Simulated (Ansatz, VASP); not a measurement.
This is a calculation of C for Ansatz 0.2.0.

input.yaml

```yaml
crystal:
  lattice:
    - [0.0, 1.7951807415, 1.7951807415]
    - [1.7951807415, 0.0, 1.7951807415]
    - [1.7951807415, 1.7951807415, 0.0]
  atoms:
    - { symbol: C, position: [0.75, 0.75, 0.75] }
    - { symbol: C, position: [0.5, 0.5, 0.5] }
hamiltonian:
  xc: blyp
  pseudopotentials: { kind: paw }
  dispersion: d3bj
kpoints:
  mp_grid: { grid: [13, 13, 13] }
scf:
  occupations: { method: fermi_dirac, width: 0.05 }
output:
  forces: true
  stress: true
  eigenvalues: true
```

Potentials or basis: Ansatz PAW.

Run with:

```sh
$ ansatz run input.yaml --threads 2 --pin off --max-ram 5120MiB --backend cpu --events-out ev --progress --plain --runs-dir out
```

Q: Translate it to VASP 6.6.1. Potentials there: VASP PAW PBE potentials, release 64 (C).

A: As run (the cutoff follows the program's own potentials):

Contents of INCAR:

```
SYSTEM = C
AGGAC    = 1.0          
AGGAX    = 1.0          
ALDAC    = 0.0          
ALDAX    = 1.0          
ALGO     = Normal         ! electronic algorithm
EDIFF    = 1E-6           ! SCF threshold, eV
ENCUT    = 520            ! plane-wave cutoff, eV
GGA      = B5             ! functional
ISIF     = 2              ! what is computed and relaxed
ISMEAR   = -1             ! smearing method
IVDW     = 12             ! dispersion correction
LASPH    = .TRUE.         ! aspherical terms in the spheres
LCHARG   = .TRUE.         ! write CHGCAR
LELF     = .TRUE.         ! ELF
LREAL    = .FALSE.        ! projectors in reciprocal space
LVHAR    = .TRUE.       
LWAVE    = .FALSE.        ! write WAVECAR
NBANDS   = 11             ! bands
NELM     = 100            ! most SCF steps
PREC     = Accurate       ! precision mode
SIGMA    = 0.05           ! smearing width, eV
VDW_A1   = 0.4298       
VDW_A2   = 4.2359       
VDW_S6   = 1.0          
VDW_S8   = 2.6996
```

File KPOINTS:

```
k-points
0
G
  13 13 13
  0 0 0
```

Contents of POSCAR:

```
C
1.0
    0.0000000000      1.7951807415      1.7951807415
    1.7951807415      0.0000000000      1.7951807415
    1.7951807415      1.7951807415      0.0000000000
C
2
Direct
    0.7500000000      0.7500000000      0.7500000000
    0.5000000000      0.5000000000      0.5000000000
```

Potentials or basis: VASP PAW PBE potentials, release 64 (C).

Launch:

```sh
$ cat potpaw_PBE.64/C/POTCAR > POTCAR
$ mpirun -np 1 vasp_std > vasp.out
```

Both were run:

|  | VASP | Ansatz | Ansatz less VASP |
| --- | --- | --- | --- |
| gap on the k mesh at the Fermi level (eV) | 4.42 | 4.42 | -0.006 |
| least direct gap on the mesh (eV) | 5.68 | 5.67 | -0.012 |
| pressure (GPa) | -6.7 | -7.4 | -0.70 |

VASP's potentials were made for PBE, not for BLYP.

Noted on Ansatz's run: Pulay correction over one GPa; odd divisions of the mesh miss points on the zone boundary, where band edges often lie, so the gap on the mesh can be too wide.
